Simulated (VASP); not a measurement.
Here is a VASP 6.6.1 calculation.

INCAR

```
SYSTEM = Ca
ALGO = Normal
EDIFF = 1E-6
ENCUT = 520
GGA = PS
ISIF = 2
ISMEAR = 0
LASPH = .TRUE.
LCHARG = .TRUE.
LELF = .TRUE.
LREAL = .FALSE.
LVHAR = .TRUE.
LWAVE = .FALSE.
NBANDS = 11
NELM = 100
PREC = Accurate
SIGMA = 0.1
```

KPOINTS

```
k-points
0
G
  6 6 6
  0 0 0
```

Contents of POSCAR:

```
Ca
1.0
   -2.0964874600      2.1017318100      2.4453524600
    2.0964874600     -2.1017318100      2.4453524600
    2.0964874600      2.1017318100     -2.4453524600
Ca
1
Direct
    0.5000000000      0.5000000000      0.0000000000
```

Potentials or basis: VASP PAW PBE potentials, release 64 (Ca_sv).

Launch:

```sh
$ cat potpaw_PBE.64/Ca_sv/POTCAR > POTCAR
$ mpirun -np 1 vasp_std > vasp.out
```

Problem. What does it give for the band gap on the k mesh?

Solution. Zero (band 5 reaches 1.97 eV, above the bottom of band 6 at 1.69 eV).

Problem. What does it give for the pressure?

Solution. -1.0 GPa.

Caveat: the PAW data sets were made with another functional, which shifts forces and pressure a little.
